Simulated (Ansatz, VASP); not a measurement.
**Two plane-wave programs on AlFe3B**

```xyz
5
Lattice="3.8223 0.0000 0.0000 0.0000 3.8223 0.0000 0.0000 0.0000 3.8223" Properties=species:S:1:pos:R:3 pbc="T T T"
Fe    0.0000    0.0000    1.9112
Fe    0.0000    1.9112    0.0000
Fe    1.9112    0.0000    0.0000
Al    1.9112    1.9112    1.9112
B     0.0000    0.0000    0.0000
```

Alike in both runs: task single point; functional PBEsol; k mesh 6 × 6 × 6; occupations fermi-dirac, width 0.05 eV; collinear spin; fixed moment 2.2 μB.

|  | VASP | Ansatz |
| --- | --- | --- |
| version | VASP 6.6.1 | Ansatz 0.2.0 |
| potentials or method | VASP PAW PBE potentials, release 64 (Fe, Al, B) | Ansatz PAW |
| plane-wave cutoff (eV) | 520 | 420 |
| valence electrons in the cell | 30 | 54 |

VASP gave:

```
pressure (GPa)                                                : -11.4
net moment per atom (μB)                                      : 0.44
size of the moment on the site where the two differ most (μB) : 0.78
```

**Question.** Estimate Ansatz's values.

**Answer.** Pressure (GPa): -11.9; net moment per atom (μB): 0.44; size of the moment on the site where the two differ most (μB): 0.72.

VASP's potentials were made for PBE, not for PBEsol. Site moments also hang on the region over which each program counts them. VASP's potentials hold 30 valence electrons a cell and Ansatz's 54, so a difference there can come from the potentials and not from the codes.
